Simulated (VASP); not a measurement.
## GePd3: single point with r2SCAN

The system is GePd3.

```
CELL_PARAMETERS angstrom
5.37987 0.00000 0.00000
0.00000 4.35417 0.00000
0.00000 0.00000 4.74133
ATOMIC_POSITIONS crystal
Pd 0.00000 0.50000 0.67000
Pd 0.50000 0.00000 0.33000
Pd 0.25000 0.00000 0.83300
Pd 0.75000 0.00000 0.83300
Pd 0.75000 0.50000 0.16700
Pd 0.25000 0.50000 0.16700
Ge 0.00000 0.00000 0.33000
Ge 0.50000 0.50000 0.67000
```

```
Program             : VASP 6.6.1
Task                : single point
Functional          : r2SCAN
Potentials or basis : VASP PAW PBE potentials, release 64 (Pd, Ge_d)
Cutoff              : 520 eV
k mesh              : 4 × 4 × 4
Occupations         : fermi-dirac, width 0.0132 eV
Spin                : no spin polarisation
```

* Pressure: 13.7 GPa
* Largest force: 0.641 eV/Å
* Band gap on the k mesh: zero (band 44 reaches 11.48 eV, above the bottom of band 45 at 10.41 eV)

Forces on the atoms (eV/Å):
```
Pd   0.000  0.000 -0.641
Pd   0.000  0.000  0.641
Pd   0.084  0.000 -0.507
Pd  -0.084  0.000 -0.507
Pd   0.084  0.000  0.507
Pd  -0.084  0.000  0.507
Ge   0.000  0.000 -0.279
Ge   0.000  0.000  0.279
```

Stress tensor (GPa, compression positive):
```
15.75  0.00  0.00
 0.00 14.46  0.00
 0.00  0.00 10.79
```

Levels at points of the mesh, in eV from the Fermi level:
| k point | band 41 | band 42 | band 43 | band 44 | band 45 | band 46 | band 47 | band 48 |
| --- | --- | --- | --- | --- | --- | --- | --- | --- |
| (0.00, 0.00, 0.00) | -1.12 | -0.54 | -0.44 | -0.18 | 0.79 | 1.58 | 2.20 | 2.46 |
| (0.50, 0.00, 0.00) | -0.96 | -0.96 | 0.59 | 0.59 | 2.00 | 2.00 | 2.15 | 2.15 |
| (0.00, 0.50, 0.00) | -0.54 | -0.54 | -0.31 | -0.31 | 0.36 | 0.36 | 1.22 | 1.22 |
| (0.50, 0.50, 0.00) | -0.79 | -0.79 | -0.70 | -0.70 | 2.27 | 2.27 | 2.61 | 2.61 |
| (0.00, 0.00, 0.50) | -0.52 | -0.27 | 0.12 | 0.16 | 0.69 | 1.64 | 2.34 | 2.65 |
| (0.50, 0.00, 0.50) | -1.01 | -1.01 | -0.74 | -0.74 | 2.31 | 2.31 | 3.60 | 3.60 |
| (0.00, 0.50, 0.50) | -1.03 | -1.03 | -0.62 | -0.62 | -0.07 | -0.07 | -0.01 | -0.01 |
| (0.50, 0.50, 0.50) | -0.82 | -0.82 | -0.62 | -0.62 | -0.48 | -0.48 | -0.31 | -0.31 |

It took 6.4 min on 1 thread of Intel(R) Xeon(R) Platinum 8488C (Sapphire Rapids), on a shared host, peak memory 0.29 GiB.

Caveat: the k points lie up to 0.36 Å⁻¹ apart; the PAW data sets were made with another functional, which shifts forces and pressure a little.
